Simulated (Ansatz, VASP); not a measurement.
# Two plane-wave programs on Ba2C

The input INCAR:

```
PREC = Accurate
ENCUT = 520
EDIFF = 1E-6
ISMEAR = 0
SIGMA = 0.1
LREAL = False
LASPH = True
NELM = 100
ALGO = Normal
ISIF = 2
LWAVE = False
LCHARG = False
GGA = PE
NBANDS = 33
```

File KPOINTS:

```
regular mesh
0
Gamma
  3 3 4
```

File POSCAR:

```
Ba2C
1.0
    5.7951470200      0.0000000000      0.0000000000
   -2.8975735100      5.0187445400      0.0000000000
    0.0000000000      0.0000000000      5.7389557400
Ba C
4 2
Direct
    0.8281341900      0.1718658100      0.2020438300
    0.8281341900      0.6562683800      0.2020438300
    0.3437316200      0.1718658100      0.2020438300
    0.3333333300      0.6666666700      0.9930079200
    0.6666666700      0.3333333300      0.3822070000
    0.0000000000      0.0000000000      0.8555184000
```

Input for Ansatz:

```yaml
crystal:
  lattice:
    - [5.79514702, 0.0, 0.0]
    - [-2.89757351, 5.01874454, 0.0]
    - [0.0, 0.0, 5.73895574]
  atoms:
    - { symbol: Ba, position: [0.82813419, 0.17186581, 0.20204383] }
    - { symbol: Ba, position: [0.82813419, 0.65626838, 0.20204383] }
    - { symbol: Ba, position: [0.34373162, 0.17186581, 0.20204383] }
    - { symbol: Ba, position: [0.33333333, 0.66666667, 0.99300792] }
    - { symbol: C, position: [0.66666667, 0.33333333, 0.382207] }
    - { symbol: C, position: [0.0, 0.0, 0.8555184] }
basis:
  ecutwfc: 420
kpoints:
  mp_grid: { grid: [3, 3, 4] }
hamiltonian:
  xc: pbe
scf:
  occupations: { method: gaussian, width: 0.1 }
  lower_state_search: "off"
output:
  forces: true
  stress: true
  eigenvalues: true
```

Alike in both runs: task single point; functional PBE; k mesh 3 × 3 × 4; occupations gaussian, width 0.1 eV; no spin polarisation.

```csv
,VASP,Ansatz
version,VASP 6.6.1,Ansatz 0.2.0
potentials or method,"VASP PAW PBE potentials, release 64 (Ba_sv, C), cutoff 520 eV","scalar-relativistic, plane waves, PAW"
valence electrons in the cell,48,48
```

|  | VASP | Ansatz | Ansatz less VASP |
| --- | --- | --- | --- |
| gap on the k mesh at the Fermi level (eV) | none | none | - |
| rms of the force components (eV/Å) | 5.678 | 4.440 | -1.2388 |

Atom by atom the forces differ by 1.247 eV/Å (rms over components). A gap of «none» marks a metal or a gap that the smearing closes.

The k mesh is coarse, so the values compare programs but aren't converged. Neither program's run includes spin-orbit coupling.
